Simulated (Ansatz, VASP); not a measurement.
# Al: VASP beside Ansatz

```xyz
2
Lattice="1.4226 0.8214 5.0573 -1.4226 0.8214 5.0573 0.0000 -1.6427 5.0573" Properties=species:S:1:pos:R:3 pbc="T T T"
Al    0.0000    0.0000    1.3567
Al    0.0000    0.0000   13.8151
```

Alike in both runs: functional PBE; k mesh 24 × 24 × 24; occupations gaussian, width 0.1 eV; no spin polarisation.

Ansatz relaxed the structure, and its values are those at the end. VASP's run is a single point on that final structure, the one shown.

|  | VASP | Ansatz |
| --- | --- | --- |
| version | VASP 6.6.1 | Ansatz 0.2.0 |
| potentials or method | VASP PAW PBE potentials, release 64 (Al), cutoff 520 eV | scalar-relativistic, plane waves, PAW |
| valence electrons in the cell | 6 | 6 |

|  | VASP | Ansatz | Ansatz less VASP |
| --- | --- | --- | --- |
| gap on the k mesh at the Fermi level (eV) | none | none | - |
| pressure (GPa) | 0.0 | 0.0 | +0.03 |

A gap of «none» marks a metal or a gap that the smearing closes.
